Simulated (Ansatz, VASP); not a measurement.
BiAsS: VASP beside Ansatz

```
Bi As S
1.0
     5.47855    0.00000    0.00000
     0.00000    5.47855    0.00000
     0.00000    0.00000   10.46641
Bi As S
4 4 4
Direct
  0.50000 0.00000 0.12024
  0.50000 0.00000 0.62024
  0.00000 0.50000 0.37976
  0.00000 0.50000 0.87976
  0.50000 0.50000 0.50000
  0.50000 0.50000 0.00000
  0.00000 0.00000 0.00000
  0.00000 0.00000 0.50000
  0.50000 0.50000 0.25000
  0.50000 0.50000 0.75000
  0.00000 0.00000 0.25000
  0.00000 0.00000 0.75000
```

Alike in both runs: task single point; functional PBE; k mesh 4 × 4 × 2; occupations gaussian, width 0.2 eV; no spin polarisation.

```csv
,VASP,Ansatz
version,VASP 6.6.1,Ansatz 0.2.0
potentials or method,"VASP PAW PBE potentials, release 64 (Bi_d, As, S), cutoff 500 eV","scalar-relativistic, plane waves, PAW"
valence electrons in the cell,104,144
```

```csv
,VASP,Ansatz,Ansatz less VASP
gap on the k mesh at the Fermi level (eV),none,none,-
pressure (GPa),0.4,0.4,+0.01
"traceless stress, the component that is largest in VASP (GPa)",2.12,2.13,+0.005
rms of the force components (eV/Å),0.037,0.036,-0.0010
```

Atom by atom the forces differ by 0.001 eV/Å (rms over components). A gap of «none» marks a metal or a gap that the smearing closes. VASP's potentials hold 104 valence electrons a cell and Ansatz's 144, so a difference there can come from the potentials and not from the codes.

Neither program's run includes spin-orbit coupling.
